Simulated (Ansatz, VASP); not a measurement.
Two plane-wave programs on Ta

File INCAR:

```
SYSTEM = Ta
  ALGO = Fast
  EDIFF = 1E-7
  ENCUT = 520
  GGA = CA
  ISIF = 2
  ISMEAR = 0
  LASPH = .TRUE.
  LCHARG = .FALSE.
  LREAL = .FALSE.
  LWAVE = .FALSE.
  NBANDS = 18
  NELM = 60
  PREC = Accurate
  SIGMA = 0.15
```

The input KPOINTS:

```
k-points
0
G
  18 18 10
  0 0 0
```

POSCAR

```
Ta
1.0
    2.9003720726      0.0000000000      0.0000000000
   -1.4501860363      2.5117958953      0.0000000000
    0.0000000000      0.0000000000      5.2695994800
Ta
2
Direct
    0.6666666667      0.3333333333      0.7500000000
    0.3333333333      0.6666666667      0.2500000000
```

Input for Ansatz:

```yaml
crystal:
  lattice:
    - [2.9003720726, 0.0, 0.0]
    - [-1.4501860363, 2.5117958953, 0.0]
    - [0.0, 0.0, 5.26959948]
  atoms:
    - { symbol: Ta, position: [0.6666666667, 0.3333333333, 0.75] }
    - { symbol: Ta, position: [0.3333333333, 0.6666666667, 0.25] }
basis:
  ecutwfc: 420
kpoints:
  mp_grid: { grid: [18, 18, 10] }
hamiltonian:
  xc: lda
scf:
  occupations: { method: gaussian, width: 0.15 }
output:
  forces: true
  stress: true
  eigenvalues: true
```

Change from the starting cell: strain +0.0200 x Voigt [0, 0, 1, 0, 0, 0], atoms carried along.

Alike in both runs: task single point; functional LDA; k mesh 18 × 18 × 10; occupations gaussian, width 0.15 eV; no spin polarisation.

```csv
,VASP,Ansatz
version,VASP 6.6.1,Ansatz 0.2.0
potentials or method,"VASP PAW LDA potentials, release 64 (Ta_pv), cutoff 520 eV","scalar-relativistic, plane waves, PAW"
valence electrons in the cell,22,26
```

VASP gave:

- gap on the k mesh at the Fermi level (eV): none
- pressure (GPa): -14.0
- traceless stress, the component that is largest in VASP (GPa): -1.03

Task: Which values does Ansatz return?

Result: gap on the k mesh at the Fermi level (eV): none; pressure (GPa): -14.6; traceless stress, the component that is largest in VASP (GPa): -1.04.

LDA's correlation is that of Perdew and Zunger in VASP and of Perdew and Wang (1992) in Ansatz. A gap of «none» marks a metal or a gap that the smearing closes. VASP's potentials hold 22 valence electrons a cell and Ansatz's 26, so a difference there can come from the potentials and not from the codes.

Spin-orbit coupling is off throughout.
